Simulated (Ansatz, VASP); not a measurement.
**Two plane-wave programs on H2CO**

```xyz
12
Lattice="6.4151 0.0000 0.0000 0.0000 6.4151 0.0000 0.0000 0.0000 6.4151" Properties=species:S:1:pos:R:3 pbc="T T T"
O     4.5455    6.6243    3.8366
O     7.0087    4.1801    5.0623
O     0.8243    5.5796    1.8236
C     3.5926    7.2159    3.6590
C     5.9407    3.9174    5.3477
C     1.9339    5.6798    1.6097
H     0.5614    1.1025    5.6928
H     0.9249    0.8222    5.0985
H     3.4989    1.4577    0.3820
H     3.7512    2.1517    0.2404
H     4.0216    3.9620    2.5560
H     3.8650    3.2648    2.7899
```

Alike in both runs: functional PBE; k mesh 1 × 1 × 1; occupations fermi-dirac, width 0.02 eV; no spin polarisation.

Ansatz relaxed the structure, and its values are those at the end. VASP's run is a single point on that final structure, the one shown.

|  | VASP | Ansatz |
| --- | --- | --- |
| version | VASP 6.6.1 | Ansatz 0.2.0 |
| potentials or method | VASP PAW PBE potentials, release 64 (O_h, C_h, H_h), cutoff 1000 eV | scalar-relativistic, plane waves, PAW |
| valence electrons in the cell | 36 | 36 |

Ansatz gave:

| Property | Result |
| --- | --- |
| rms of the force components (eV/Å) | 0.032 |

Task: Which values does VASP return?

Result: rms of the force components (eV/Å): 0.039.
